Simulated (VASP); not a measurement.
## Ba2C: single point with PBE

Crystal: Ba2C.

```
Ba C
1.0
     4.27034    0.00000    0.00000
     0.00000    4.27034    0.00000
     0.00000    0.00000    5.34684
Ba C
2 1
Direct
  0.00000 0.00000 0.03258
  0.50000 0.50000 0.77121
  0.00000 0.00000 0.62309
```

The cell was built from a structure type or drawn by symmetry, and may not be a known phase.

| Quantity | Value |
| --- | --- |
| Program | VASP 6.6.1 |
| Task | single point |
| Functional | PBE |
| Potentials or basis | VASP PAW PBE potentials, release 64 (Ba_sv, C) |
| Cutoff | 520 eV |
| k mesh | 4 × 4 × 4 |
| Occupations | gaussian, width 0.1 eV |
| Spin | no spin polarisation |
| Dipole correction | no |
| Further INCAR settings | ALGO = Normal; EDIFF = 1e-06; NBANDS = 19 |

```
Pressure               : 4.2 GPa
Largest force          : 3.905 eV/Å
Band gap on the k mesh : zero (bands 12 and 13 overlap by 0.72 eV)
```

Forces on the atoms (eV/Å):
```
Ba   0.000  0.000  3.905
Ba   0.000  0.000 -2.138
C    0.000  0.000 -1.766
```

Stress tensor (GPa, compression positive):
```
3.87 0.00 0.00
0.00 3.87 0.00
0.00 0.00 4.84
```

Levels at points of the mesh, in eV from the Fermi level:
| k point | band 9 | band 10 | band 11 | band 12 | band 13 | band 14 | band 15 | band 16 |
| --- | --- | --- | --- | --- | --- | --- | --- | --- |
| (0.00, 0.00, 0.00) | -7.64 | -1.25 | -1.11 | 0.11 | 0.11 | 1.59 | 2.00 | 2.28 |
| (0.50, 0.00, 0.00) | -7.50 | -1.49 | -0.74 | 0.04 | 0.05 | 1.68 | 1.80 | 3.28 |
| (0.50, 0.50, 0.00) | -7.52 | -0.49 | -0.49 | 0.08 | 1.61 | 2.05 | 2.05 | 3.33 |
| (0.00, 0.00, 0.50) | -6.57 | -1.29 | -1.11 | -0.31 | -0.31 | -0.17 | 2.07 | 2.72 |
| (0.50, 0.00, 0.50) | -6.51 | -2.07 | -1.10 | -0.95 | -0.13 | 1.45 | 2.32 | 3.24 |
| (0.50, 0.50, 0.50) | -6.51 | -1.10 | -1.10 | -0.76 | 1.17 | 3.02 | 3.02 | 3.41 |

It took 44 s on 1 thread of Intel Xeon 8259CL, on a shared host, peak memory 0.2 GiB.

Caveat: the k points lie up to 0.37 Å⁻¹ apart, too coarse for converged energies and pressures of a metal; spin-orbit coupling is left out, which moves the levels of the heavy elements; forces of over 1 eV/Å act on the atoms, so gaps and moduli don't describe the material at rest.
